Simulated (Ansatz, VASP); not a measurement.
One calculation of Ni, two programs

The input INCAR:

```
SYSTEM = Ni
PREC     = Accurate       ! precision mode
ENCUT    = 520            ! plane-wave cutoff, eV
EDIFF    = 1E-7           ! SCF threshold, eV
ISMEAR   = -1             ! smearing method
SIGMA    = 0.05           ! smearing width, eV
LREAL    = .False.        ! projectors in reciprocal space
LASPH    = .True.         ! aspherical terms in the spheres
NELM     = 150            ! most SCF steps
ALGO     = Normal         ! electronic algorithm
ISIF     = 2              ! what is computed and relaxed
LWAVE    = .False.        ! write WAVECAR
LCHARG   = .False.        ! write CHGCAR
ISPIN    = 2              ! spin polarisation
MAGMOM   = 1              ! initial moments
LORBIT   = 11             ! projections on sites
LMAXMIX  = 4              ! l up to which the mixer works
GGA      = PS             ! functional
NBANDS   = 15             ! bands
```

Contents of KPOINTS:

```
regular mesh
0
Gamma
  19 19 19
  0 0 0
```

File POSCAR:

```
Ni
1.0
    0.0000000000      1.7316709324      1.7316709324
    1.7316709324      0.0000000000      1.7316709324
    1.7316709324      1.7316709324      0.0000000000
Ni
1
Direct
    0.0000000000      0.0000000000      0.0000000000
```

Input for Ansatz:

```yaml
crystal:
  lattice:
    - [0.0, 1.7316709324, 1.7316709324]
    - [1.7316709324, 0.0, 1.7316709324]
    - [1.7316709324, 1.7316709324, 0.0]
  atoms:
    - { symbol: Ni, position: [0.0, 0.0, 0.0], spin: 1.0 }
magnetization:
  spin_polarized: true
kpoints:
  mp_grid: { grid: [19, 19, 19] }
  band_path:
    path:
      - [0.0, 0.0, 0.0]
      - [0.5, 0.0, 0.5]
      - [0.625, 0.25, 0.625]
      - [0.375, 0.375, 0.75]
      - [0.0, 0.0, 0.0]
      - [0.5, 0.5, 0.5]
      - [0.5, 0.25, 0.75]
      - [0.5, 0.0, 0.5]
    npoints: 14
scf:
  occupations: { method: fermi_dirac, width: 0.05 }
hamiltonian:
  xc: pbesol
  pseudopotentials: { kind: all_electron, lapw: { basis_error: 0.001 } }
output:
  forces: true
  stress: true
  eigenvalues: true
  populations: true
  dos: { projected: true, de: 0.2, e_range: [-14, 8] }
```

Alike in both runs: task single point; functional PBEsol; k mesh 19 × 19 × 19; occupations fermi-dirac, width 0.05 eV; collinear spin.

|  | VASP | Ansatz |
| --- | --- | --- |
| version | VASP 6.6.1 | Ansatz 0.2.0 |
| potentials or method | VASP PAW PBE potentials, release 64 (Ni), cutoff 520 eV | all-electron LAPW, scalar-relativistic |

|  | VASP | Ansatz | Ansatz less VASP |
| --- | --- | --- | --- |
| pressure (GPa) | -0.1 | 0.0 | +0.13 |
| net moment per atom (μB) | 0.60 | 0.62 | +0.023 |
| size of the moment on the site where the two differ most (μB) | 0.60 | 0.64 | +0.039 |

VASP's potentials were made for PBE, not for PBEsol. Site moments also hang on the region over which each program counts them. Ansatz ran all-electron here, and VASP with PAW potentials.
